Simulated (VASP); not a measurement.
Input of a VASP 6.6.1 run:

The input INCAR:

```
ALGO = Normal ; EDIFF = 1E-7
ENCUT = 520 ; GGA = PE
ISIF = 2 ; ISMEAR = 0
LASPH = T ; LCHARG = F
LREAL = F ; LWAVE = F
NBANDS = 15 ; NELM = 100
PREC = Accurate ; SIGMA = 0.05
```

File KPOINTS:

```
k-points
0
Gamma
  8 8 8
```

The input POSCAR:

```
SrO
1.0
    0.0096367500      2.5698000000      2.5698000000
    2.5698000000      0.0096367500      2.5698000000
    2.5794367500      2.5794367500      0.0000000000
Sr O
1 1
Direct
    0.0000000000      0.0000000000      0.0000000000
    0.5000000000      0.5000000000      0.5000000000
```

Potentials or basis: VASP PAW PBE potentials, release 64 (Sr_sv, O).

The run is started by

```console
$ cat potpaw_PBE.64/Sr_sv/POTCAR potpaw_PBE.64/O/POTCAR > POTCAR
$ mpirun -np 1 vasp_std > vasp.out
```

Task: Predict the band gap on the k mesh.

Result: 3.26 eV, indirect (least direct gap 3.34 eV).

Task: What does it give for the pressure?

Result: 3.5 GPa.

Stress tensor (GPa, compression positive):
```
 3.51 -0.41  0.00
-0.41  3.51  0.00
 0.00  0.00  3.51
```

Caveat: the cell differs from its parent crystal (strain +0.0075 x Voigt [0, 0, 0, 0, 0, 1]). A k mesh can miss the band edges.
